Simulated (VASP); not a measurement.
Write the native input for VASP 6.6.1 that does the following.

| Quantity | Value |
| --- | --- |
| Task | single point |
| Functional | r2SCAN |
| Potentials or basis | VASP PAW PBE potentials, release 64 (B, N) |
| Cutoff | 520 eV |
| k mesh | 8 × 8 × 8 |
| Occupations | methfessel-paxton, width 0.001 eV |
| Spin | no spin polarisation |
| Dipole correction | no |
| Further INCAR settings | ALGO = Normal; EDIFF = 1e-06; NBANDS = 11 |

Crystal: BN.

```
B N
1.0
     0.00000    1.74583    1.74583
     1.74583    0.00000    1.74583
     1.74583    1.74583    0.00000
B N
1 1
Direct
  0.00000 0.00000 0.00000
  0.50000 0.50000 0.50000
```

One way to write it, as run:

POSCAR

```
BN
1.0
    0.0000000000      1.7458259350      1.7458259350
    1.7458259350      0.0000000000      1.7458259350
    1.7458259350      1.7458259350      0.0000000000
B N
1 1
Direct
    0.0000000000      0.0000000000      0.0000000000
    0.5000000000      0.5000000000      0.5000000000
```

INCAR.step1

```
SYSTEM = BN
ALGO = Normal
EDIFF = 1E-4
ENCUT = 520
GGA = PE
ISMEAR = 1
LASPH = .True.
LCHARG = .False.
LREAL = .False.
LWAVE = .True.
NBANDS = 11
NELM = 100
PREC = Accurate
SIGMA = 0.001
```

INCAR.step2

```
SYSTEM = BN
ALGO = Normal
EDIFF = 1E-6
ENCUT = 520
ISIF = 2
ISMEAR = 1
ISTART = 1
LASPH = .True.
LCHARG = .True.
LELF = .True.
LMIXTAU = .True.
LREAL = .False.
LVHAR = .True.
LWAVE = .False.
METAGGA = R2SCAN
NBANDS = 11
NELM = 100
PREC = Accurate
SIGMA = 0.001
```

KPOINTS

```
k-points
0
Gamma
  8 8 8
  0 0 0
```

Potentials or basis: VASP PAW PBE potentials, release 64 (B, N).

Launch:

```console
$ cat potpaw_PBE.64/B/POTCAR potpaw_PBE.64/N/POTCAR > POTCAR
$ cp INCAR.step1 INCAR
$ mpirun -np 1 vasp_std > vasp.out
$ cp INCAR.step2 INCAR
$ mpirun -np 1 vasp_std > vasp.out
```

It gave:

The pressure is 0.4 GPa. The band gap on the k mesh is 1.48 eV, indirect (least direct gap 6.51 eV).

Caveat: the PAW data sets were made with another functional, which shifts forces and pressure a little.

It used 8.8 s of CPU time on 1 thread of Intel Xeon 6975P-C, on a shared host.
